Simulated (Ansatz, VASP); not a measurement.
# Two plane-wave programs on PbS

```
Pb S
1.0
     0.00000    3.00948    2.87605
     3.00948    0.00000    2.87605
     3.00948    3.00948    0.00000
Pb S
1 1
Direct
  0.00000 0.00000 0.00000
  0.50000 0.50000 0.50000
```

Change from the starting cell: strain +0.015 along x and y, -0.030 along z, atoms carried along.

Alike in both runs: task single point; functional PBE; k mesh 10 × 10 × 10; occupations gaussian, width 0.03 eV; no spin polarisation.

|  | VASP | Ansatz |
| --- | --- | --- |
| version | VASP 6.6.1 | Ansatz 0.2.0 |
| potentials or method | VASP PAW PBE potentials, release 64 (Pb_d, S), cutoff 520 eV | scalar-relativistic, plane waves, PAW |
| valence electrons in the cell | 20 | 20 |

VASP gave:

| Property | Result |
| --- | --- |
| gap on the k mesh at the Fermi level (eV) | 0.30 |
| least direct gap on the mesh (eV) | 0.30 |
| pressure (GPa) | 2.6 |
| traceless stress, the component that is largest in VASP (GPa) | 4.32 |

Problem. Estimate Ansatz's values.

Solution. gap on the k mesh at the Fermi level (eV): 0.29; least direct gap on the mesh (eV): 0.29; pressure (GPa): 2.7; traceless stress, the component that is largest in VASP (GPa): 4.32.

Spin-orbit coupling is off throughout.
